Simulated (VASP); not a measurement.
## CdSe (ldaat): single point with LDA

Crystal: CdSe (ldaat).

```xyz
4
Lattice="4.3021 0.0000 0.0000 -2.1511 3.7258 0.0000 0.0000 0.0000 7.0215" Properties=species:S:1:pos:R:3 pbc="T T T"
Cd    0.0000    2.4838   -0.3917
Cd    2.1511    1.2419    3.1190
Se    0.0000    2.4838    3.0318
Se    2.1511    1.2419    6.5425
```

```json
{"Program": "VASP 6.6.1", "Task": "single point", "Functional": "LDA", "Potentials or basis": "VASP PAW LDA potentials, release 64 (Cd, Se)", "Cutoff": "520 eV", "k mesh": "9 × 9 × 6", "Occupations": "gaussian, width 0.01 eV", "Spin": "no spin polarisation", "Dipole correction": "no", "Further INCAR settings": "ALGO = Normal; EDIFF = 1e-07; NBANDS = 26"}
```

```yaml
Pressure: 2.1 GPa
Largest_force: 0.198 eV/Å
Band_gap_on_the_k_mesh: 0.76 eV, direct
```

Forces in eV/Å, atoms in the order of the input:
```
Cd   0.000  0.000  0.198
Cd   0.000  0.000  0.198
Se   0.000  0.000 -0.198
Se   0.000  0.000 -0.198
```

Stress tensor (GPa, compression positive):
```
 4.92  0.00  0.00
 0.00  4.92  0.00
 0.00  0.00 -3.43
```

Levels at points of the mesh, in eV from the valence-band top:
```tsv
k point	band 15	band 16	band 17	band 18	band 19	band 20	band 21	band 22
(0.00, 0.00, 0.00)	-0.44	-0.07	0.00	0.00	0.76	1.26	5.85	5.85
(0.00, 0.00, 0.50)	-0.22	-0.22	-0.22	-0.22	1.75	1.75	5.92	5.92
```

Run time: 74 s on 1 thread of AMD EPYC 9R45 96-Core Processor (Zen 5) (shared host), peak memory 0.23 GiB.

A k mesh can miss the band edges. As with any semilocal functional, this LDA gap is likely too small.
